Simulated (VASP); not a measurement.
A run of VASP 6.6.1:

INCAR

```
SYSTEM = Li2Se
PREC = Accurate
ENCUT = 650
EDIFF = 1E-7
ISMEAR = 0
SIGMA = 0.01
LREAL = .False.
LASPH = .True.
NELM = 120
ALGO = Normal
ISIF = 2
LWAVE = .False.
LCHARG = .False.
GGA = PS
IBRION = 2
NSW = 50
EDIFFG = -0.002
GGA_COMPAT = .False.
NELMIN = 4
```

Contents of KPOINTS:

```
Automatic mesh
0
Gamma
  6 6 6
  0 0 0
```

Contents of POSCAR:

```
Li2Se
1.0
    0.0148618809      2.9798071282      2.9798071282
    2.9798071282      0.0148618809      2.9798071282
    2.9798071282      2.9798071282      0.0148618809
Li Se
2 1
Direct
    0.2500000000      0.2500000000      0.2500000000
    0.7500000000      0.7500000000      0.7500000000
    0.0000000000      0.0000000000      0.0000000000
```

Potentials or basis: VASP PAW PBE potentials, release 64 (Li_sv, Se).

The run is started by

```bash
$ cat potpaw_PBE.64/Li_sv/POTCAR potpaw_PBE.64/Se/POTCAR > POTCAR
$ mpirun -np 1 vasp_std > vasp.out
```

Hardware: 1 thread of Intel Xeon 8259CL, on a shared host.

Task: How long does it take, and how much memory?

Result: Wall time 110 s on 1 thread of Intel Xeon 8259CL (shared host), peak memory 0.22 GiB. Counts: scf iterations 29, k points 32, ion steps 5.
